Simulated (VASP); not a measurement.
Input of a VASP 6.6.1 run:

INCAR

```
SYSTEM = CaF2
  PREC = Accurate
  ENCUT = 600
  EDIFF = 1E-6
  ISMEAR = 0
  SIGMA = 0.02
  LREAL = .False.
  LASPH = .True.
  NELM = 120
  ALGO = Normal
  ISIF = 2
  LWAVE = .False.
  LCHARG = .False.
  NBANDS = 19
  GGA_COMPAT = .False.
```

File KPOINTS:

```
regular mesh
0
Gamma
  6 6 6
  0 0 0
```

File POSCAR:

```
CaF2
1.0
    0.0000000000      2.6627662695      2.6627662695
    2.6627662695      0.0000000000      2.6627662695
    2.6627662695      2.6627662695      0.0000000000
Ca F
1 2
Direct
    0.0000000000      0.0000000000      0.0000000000
    0.2500000000      0.2500000000      0.2500000000
    0.7500000000      0.7500000000      0.7500000000
```

Potentials or basis: VASP PAW LDA potentials, release 64 (Ca_sv, F).

The run is started by

```bash
$ cat potpaw_LDA.64/Ca_sv/POTCAR potpaw_LDA.64/F/POTCAR > POTCAR
$ mpirun -np 1 vasp_std > vasp.out
```

(1) Estimate the pressure.

(2) What does it give for the band gap on the k mesh?

## Answers

(1) 0.5 GPa.

(2) 7.36 eV, indirect (least direct gap 7.63 eV).
